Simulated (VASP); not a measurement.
# Si3N4 (P6_3/m) in VASP: settings compared, part 2 of 2

VASP 6.6.1.

### Step 4. Electric field gradients, r2SCAN

POSCAR

```
Si3N4
1.0
    7.6044000000      0.0000000000      0.0000000000
   -3.8022000000      6.5856035805      0.0000000000
    0.0000000000      0.0000000000      2.9063000000
Si N
6 8
Direct
    0.7679796747      0.1740937292      0.2500000000
    0.5938859455      0.7679796747      0.7500000000
    0.8259062708      0.5938859455      0.2500000000
    0.2320203253      0.8259062708      0.7500000000
    0.4061140545      0.2320203253      0.2500000000
    0.1740937292      0.4061140545      0.7500000000
    0.0299692425      0.3298825355      0.2500000000
    0.7000867070      0.0299692425      0.7500000000
    0.6701174645      0.7000867070      0.2500000000
    0.9700307575      0.6701174645      0.7500000000
    0.2999132930      0.9700307575      0.2500000000
    0.3298825355      0.2999132930      0.7500000000
    0.6666666667      0.3333333333      0.2500000000
    0.3333333333      0.6666666667      0.7500000000
```

INCAR.step1

```
SYSTEM = Si3N4
  PREC = Accurate
  ENCUT = 520
  ISMEAR = -1
  SIGMA = 0.02
  LREAL = .False.
  LASPH = .True.
  NELM = 60
  NBANDS = 45
  GGA = PE
  ALGO = Normal
  EDIFF = 1E-4
  LWAVE = .True.
  LCHARG = .False.
```

INCAR.step2

```
SYSTEM = Si3N4
  PREC = Accurate
  ENCUT = 520
  EDIFF = 1E-8
  ISMEAR = -1
  SIGMA = 0.02
  LREAL = .False.
  LASPH = .True.
  NELM = 60
  ALGO = Normal
  ISIF = 2
  LWAVE = .False.
  LCHARG = .False.
  METAGGA = R2SCAN
  LMIXTAU = .True.
  LEFG = .True.
  NBANDS = 45
  ISTART = 1
```

KPOINTS

```
regular mesh
0
Gamma
  4 4 10
  0 0 0
```

Potentials or basis: VASP PAW PBE potentials, release 64 (Si, N).

On the command line:

```
$ cat potpaw_PBE.64/Si/POTCAR potpaw_PBE.64/N/POTCAR > POTCAR
$ cp INCAR.step1 INCAR
$ mpirun -np 1 vasp_std > vasp.out
$ cp INCAR.step2 INCAR
$ mpirun -np 1 vasp_std > vasp.out
```

OUTCAR:

```text
SYSTEM = Si3N4
   PREC = Accurate
   ENCUT = 520
   EDIFF = 1E-8
   ISMEAR = -1
   LREAL = .False.
   LASPH = .True.
   NELM = 60
   ISIF = 2
   METAGGA = R2SCAN
   ISTART = 1

 ion  position               nearest neighbor table
   1  0.768  0.174  0.250-  13 1.73   7 1.74   8 1.74   8 1.74   3 3.00   5 3.00   2 3.05   2 3.05
                             6 3.05   6 3.05
   2  0.594  0.768  0.750-  14 1.73   8 1.74   9 1.74   9 1.74   6 3.00   4 3.00   1 3.05   1 3.05
                             3 3.05   3 3.05
   3  0.826  0.594  0.250-  13 1.73   9 1.74  10 1.74  10 1.74   1 3.00   5 3.00   4 3.05   4 3.05
                             2 3.05   2 3.05
   4  0.232  0.826  0.750-  14 1.73  10 1.74  11 1.74  11 1.74   6 3.00   2 3.00   5 3.05   5 3.05
                             3 3.05   3 3.05
   5  0.406  0.232  0.250-  13 1.73  11 1.74  12 1.74  12 1.74   3 3.00   1 3.00   4 3.05   4 3.05
                             6 3.05   6 3.05
   6  0.174  0.406  0.750-  14 1.73  12 1.74   7 1.74   7 1.74   4 3.00   2 3.00   1 3.05   1 3.05
                             5 3.05   5 3.05
   7  0.030  0.330  0.250-   1 1.74   6 1.74   6 1.74
   8  0.700  0.030  0.750-   2 1.74   1 1.74   1 1.74
   9  0.670  0.700  0.250-   3 1.74   2 1.74   2 1.74
  10  0.970  0.670  0.750-   4 1.74   3 1.74   3 1.74
  11  0.300  0.970  0.250-   5 1.74   4 1.74   4 1.74
  12  0.330  0.300  0.750-   6 1.74   5 1.74   5 1.74
  13  0.667  0.333  0.250-   1 1.73   3 1.73   5 1.73
  14  0.333  0.667  0.750-   4 1.73   6 1.73   2 1.73

  LATTYP: Found a hexagonal cell.
 ALAT       =     7.6044000000
 C/A-ratio  =     0.3821866288

  Lattice vectors:

 A1 = (   7.6044000000,   0.0000000000,   0.0000000000)
 A2 = (  -3.8022000000,   6.5856035805,   0.0000000000)
 A3 = (   0.0000000000,   0.0000000000,   2.9063000000)

Analysis of symmetry for initial positions (statically):
=====================================================================
 Subroutine PRICEL returns:
 Original cell was already a primitive cell.

 Routine SETGRP: Setting up the symmetry group for a
 hexagonal supercell.

 Subroutine GETGRP returns: Found 12 space group operations
 (whereof  6 operations were pure point group operations)
 out of a pool of 24 trial point group operations.

The static configuration has the point symmetry S_6 .
 The point group associated with its full space group is C_6h.

Analysis of symmetry for dynamics (positions and initial velocities):
=====================================================================
 Subroutine PRICEL returns:
 Original cell was already a primitive cell.

 Routine SETGRP: Setting up the symmetry group for a
 hexagonal supercell.

 Subroutine GETGRP returns: Found 12 space group operations
 (whereof  6 operations were pure point group operations)
 out of a pool of 24 trial point group operations.

The dynamic configuration has the point symmetry S_6 .
 The point group associated with its full space group is C_6h.

 Subroutine INISYM returns: Found 12 space group operations
[... 1305 lines left out ...]

  FORCE on cell =-STRESS in cart. coord.  units (eV):
  Direction    XX          YY          ZZ          XY          YZ          ZX
  --------------------------------------------------------------------------------------
  -------------------------------------------------------------------------------------
  Total       -0.1987610     -0.1987610     -0.4418843      0.0000011      0.0000000      0.0000000
  in kB       -2.1879666     -2.1879666     -4.8642761      0.0000119      0.0000000      0.0000000
  external PRESSURE =      -3.0800698 kB  Pullay stress =       0.0000000 kB

 VOLUME and BASIS-vectors are now :
 -----------------------------------------------------------------------------
  energy-cutoff  :      520.00
  volume of cell :      145.55
      direct lattice vectors                 reciprocal lattice vectors
     7.604400000  0.000000000  0.000000000     0.131502814  0.075923185  0.000000000
    -3.802200000  6.585603580  0.000000000     0.000000000  0.151846370  0.000000000
     0.000000000  0.000000000  2.906300000     0.000000000  0.000000000  0.344080102

 POSITION                                       TOTAL-FORCE (eV/Angst)
 -----------------------------------------------------------------------------------
      5.17809      1.14651      0.72657         0.019366      0.036729      0.000000
      1.59613      5.05761      2.17972        -0.022126      0.035136     -0.000000
      4.02245      3.91110      0.72657        -0.041492     -0.001593     -0.000000
     -1.37589      5.43909      2.17972        -0.019366     -0.036729     -0.000000
      2.20607      1.52799      0.72657         0.022126     -0.035136      0.000000
     -0.22025      2.67451      2.17972         0.041492      0.001593     -0.000000
     -1.02638      2.17248      0.72657         0.024623      0.014091      0.000000
      5.20979      0.19737      2.17972         0.000109      0.028370     -0.000000
      2.43397      4.61049      0.72657        -0.024515      0.014279      0.000000
      4.82858      4.41313      2.17972        -0.024623     -0.014091     -0.000000
     -1.40759      6.38824      0.72657        -0.000109     -0.028370      0.000000
      1.36823      1.97511      2.17972         0.024515     -0.014279      0.000000
      3.80220      2.19520      0.72657         0.000000      0.000000      0.000000
     -0.00000      4.39040      2.17972        -0.000000      0.000000     -0.000000
 -----------------------------------------------------------------------------------
    total drift:                                0.000000      0.000000     -0.000000

  FREE ENERGIE OF THE ION-ELECTRON SYSTEM (eV)
  ---------------------------------------------------
  free  energy   TOTEN  =      -144.1637184758 eV

  energy  without entropy=     -144.1637184758  energy(sigma->0) =     -144.16371848

 Electric field gradients (V/A^2)
---------------------------------------------------------------------
 ion       V_xx      V_yy      V_zz      V_xy      V_xz      V_yz
---------------------------------------------------------------------
   1       0.204     3.815    -4.019     7.383     0.000     0.000
   2      -3.482     7.501    -4.019    -5.256     0.000    -0.000
   3       9.307    -5.288    -4.019    -2.128     0.000     0.000
   4       0.204     3.815    -4.019     7.383     0.000    -0.000
   5      -3.482     7.501    -4.019    -5.256    -0.000     0.000
   6       9.307    -5.288    -4.019    -2.128     0.000     0.000
   7       1.789   -27.303    25.514    30.047     0.000     0.000
   8     -46.052    20.538    25.514    -2.427    -0.000    -0.000
   9       5.992   -31.506    25.514   -27.621     0.000    -0.000
  10       1.789   -27.303    25.514    30.047    -0.000    -0.000
  11     -46.052    20.538    25.514    -2.427     0.000    -0.000
  12       5.992   -31.506    25.514   -27.621     0.000    -0.000
  13      23.242    23.242   -46.484     0.000     0.000    -0.000
  14      23.242    23.242   -46.484     0.000    -0.000    -0.000
---------------------------------------------------------------------

 Electric field gradients after diagonalization (V/A^2)
 (convention: |V_zz| > |V_xx| > |V_yy|)
----------------------------------------------------------------------
 ion       V_xx      V_yy      V_zz     asymmetry (V_yy - V_xx)/ V_zz
----------------------------------------------------------------------
   1      -5.592    -4.019     9.610       0.164
   2      -5.592    -4.019     9.611       0.164
   3      -5.592    -4.019     9.611       0.164
   4      -5.592    -4.019     9.610       0.164
   5      -5.592    -4.019     9.611       0.164
   6      -5.592    -4.019     9.611       0.164
   7      25.514    20.626   -46.140       0.106
   8      25.514    20.626   -46.140       0.106
   9      25.514    20.626   -46.140       0.106
  10      25.514    20.626   -46.140       0.106
  11      25.514    20.626   -46.140       0.106
  12      25.514    20.626   -46.140       0.106
  13      23.243    23.242   -46.484       0.000
  14      23.243    23.242   -46.484       0.000
----------------------------------------------------------------------

           NMR quadrupolar parameters

 Cq : quadrupolar parameter    Cq=e*Q*V_zz/h
 eta: asymmetry parameters     (V_yy - V_xx)/ V_zz
 Q  : nuclear electric quadrupole moment in mb (millibarn)
----------------------------------------------------------------------
 ion       Cq(MHz)       eta       Q (mb)
----------------------------------------------------------------------
   1       0.023       0.164       1.000
   2       0.023       0.164       1.000
   3       0.023       0.164       1.000
   4       0.023       0.164       1.000
   5       0.023       0.164       1.000
   6       0.023       0.164       1.000
   7      -0.112       0.106       1.000
   8      -0.112       0.106       1.000
   9      -0.112       0.106       1.000
  10      -0.112       0.106       1.000
  11      -0.112       0.106       1.000
  12      -0.112       0.106       1.000
  13      -0.112       0.000       1.000
  14      -0.112       0.000       1.000
----------------------------------------------------------------------
```

Wall time 15 min (1 thread of Intel Xeon 8259CL, shared host); peak memory 0.37 GiB.

What came out:

* Free energy: -144.1637 eV
* Pressure: -0.3 GPa
* Largest force: 0.042 eV/Å
* Band gap on the k mesh: 4.99 eV (least direct gap 5.19 eV)
* Largest electric field gradient by atom: Si +9.6; N -46.1, -46.5 (each value once) V/Å²

Forces in eV/Å, atoms in the order of the input:
```
Si   0.019  0.037  0.000
Si  -0.022  0.035  0.000
Si  -0.041 -0.002  0.000
Si  -0.019 -0.037  0.000
Si   0.022 -0.035  0.000
Si   0.041  0.002  0.000
N    0.025  0.014  0.000
N    0.000  0.028  0.000
N   -0.025  0.014  0.000
N   -0.025 -0.014  0.000
N    0.000 -0.028  0.000
N    0.025 -0.014  0.000
N    0.000  0.000  0.000
N    0.000  0.000  0.000
```

Stress tensor (GPa, compression positive):
```
-0.22  0.00  0.00
 0.00 -0.22  0.00
 0.00  0.00 -0.49
```

Levels at points of the mesh, in eV from the valence-band top:
| k point | band 28 | band 29 | band 30 | band 31 | band 32 | band 33 | band 34 | band 35 | band 36 | band 37 |
| --- | --- | --- | --- | --- | --- | --- | --- | --- | --- | --- |
| (0.00, 0.00, 0.00) | -1.31 | -1.31 | -0.46 | -0.40 | -0.20 | 4.99 | 5.27 | 5.58 | 5.58 | 5.92 |
| (0.50, 0.00, 0.00) | -1.73 | -1.36 | -0.79 | -0.33 | -0.26 | 5.28 | 5.39 | 5.56 | 5.96 | 6.33 |
| (0.00, 0.00, 0.50) | -1.67 | -1.67 | -1.67 | -1.38 | -1.38 | 5.35 | 5.35 | 5.35 | 5.35 | 7.97 |
| (0.50, 0.00, 0.50) | -1.93 | -1.54 | -1.54 | -1.08 | -1.08 | 5.45 | 5.45 | 6.52 | 6.52 | 6.93 |

Electric field gradients, principal values (V/Å²):
```tsv
atom	least	middle	greatest (by size)
1 Si	-4.019	-5.592	9.610
2 Si	-4.019	-5.592	9.611
3 Si	-4.019	-5.592	9.611
4 Si	-4.019	-5.592	9.610
5 Si	-4.019	-5.592	9.611
6 Si	-4.019	-5.592	9.611
7 N	20.626	25.514	-46.140
8 N	20.626	25.514	-46.140
9 N	20.626	25.514	-46.140
10 N	20.626	25.514	-46.140
11 N	20.626	25.514	-46.140
12 N	20.626	25.514	-46.140
13 N	23.242	23.243	-46.484
14 N	23.242	23.243	-46.484
```

Caveat: without QUAD_EFG the Cq values of the log hold for a quadrupole moment of 1 mb, not for the nuclei; the PAW data sets were made with another functional, which shifts forces and pressure a little. A k mesh can miss the band edges.

### Step 5. Summary

```csv
level,k mesh,gap on the mesh (eV),pressure (GPa),largest force (eV/Å)
r2SCAN,4 × 4 × 8,4.99,-0.3,0.04
PBE,4 × 4 × 10,4.32,5.3,0.05
r2SCAN,4 × 4 × 10,4.99,-0.3,0.04
```

Some of these runs hold the atoms at other places in the same cell, which the table doesn't show; runs alike in all that it shows share one row.

Alike in all rows: task electric field gradients; potentials or basis VASP PAW PBE potentials, release 64 (Si, N); no spin polarisation; cell as given; cutoff (eV) 520; smearing fermi-dirac 0.02 eV.

On the cell as given the gap runs from 4.32 eV (PBE) to 4.99 eV (r2SCAN); the meshes differ, which moves gaps too. The pressure there spans -0.3 GPa (r2SCAN) to 5.3 GPa (PBE); a positive pressure means that this level wants a larger cell, a negative one a smaller.

Caveats: the PAW data sets were made with another functional, which shifts forces and pressure a little (at least some runs); the cell stands under pressure (at least some runs).

Absolute energies hang on the potentials; compare differences alone.
